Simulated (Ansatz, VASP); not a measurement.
**AlN: VASP beside Ansatz**

The input INCAR:

```
SYSTEM = AlN
PREC = Accurate
ENCUT = 520
EDIFF = 1E-6
ISMEAR = 0
SIGMA = 0.02
LREAL = .False.
LASPH = .True.
NELM = 100
ALGO = Normal
ISIF = 2
LWAVE = .False.
LCHARG = .True.
LELF = .True.
LVHAR = .True.
NBANDS = 16
```

KPOINTS

```
Automatic mesh
0
Gamma
  9 9 6
  0 0 0
```

Contents of POSCAR:

```
AlN
1.0
    3.0592956146      0.0000000000      0.0000000000
   -1.5296478073      2.6494277199      0.0000000000
    0.0000000000      0.0000000000      4.9711789546
Al N
2 2
Direct
    0.6666666667      0.3333333333      0.5004023236
    0.3333333333      0.6666666667      1.0004023236
    0.6666666667      0.3333333333      0.8795976764
    0.3333333333      0.6666666667      0.3795976764
```

Input for Ansatz:

```yaml
crystal:
  lattice:
    - [3.0592956146, 0.0, 0.0]
    - [-1.5296478073, 2.6494277199, 0.0]
    - [0.0, 0.0, 4.9711789546]
  atoms:
    - { symbol: Al, position: [0.6666666667, 0.3333333333, 0.5004023236] }
    - { symbol: Al, position: [0.3333333333, 0.6666666667, 1.0004023236] }
    - { symbol: "N", position: [0.6666666667, 0.3333333333, 0.8795976764] }
    - { symbol: "N", position: [0.3333333333, 0.6666666667, 0.3795976764] }
basis:
  ecutwfc: 420
kpoints:
  mp_grid: { grid: [9, 9, 6] }
  band_path: { path: [VBM, CBM], npoints: 2 }
hamiltonian:
  xc: lda
scf:
  occupations: { method: gaussian, width: 0.02 }
output:
  forces: true
  stress: true
  eigenvalues: true
```

Change from the starting cell: band edges of the strained film's bulk.

Alike in both runs: task single point; functional LDA; k mesh 9 × 9 × 6; occupations gaussian, width 0.02 eV; no spin polarisation.

|  | VASP | Ansatz |
| --- | --- | --- |
| version | VASP 6.6.1 | Ansatz 0.2.0 |
| potentials or method | VASP PAW LDA potentials, release 64 (Al, N), cutoff 520 eV | scalar-relativistic, plane waves, PAW |
| valence electrons in the cell | 16 | 16 |

```tsv
	VASP	Ansatz	Ansatz less VASP
gap on the k mesh at the Fermi level (eV)	4.62	4.62	-0.007
least direct gap on the mesh (eV)	4.62	4.62	-0.007
pressure (GPa)	3.8	3.1	-0.67
traceless stress, the component that is largest in VASP (GPa)	-3.19	-3.14	+0.049
rms of the force components (eV/Å)	0.003	0.001	-0.0018
```

LDA's correlation is that of Perdew and Zunger in VASP and of Perdew and Wang (1992) in Ansatz. Atom by atom the forces differ by 0.002 eV/Å (rms over components).
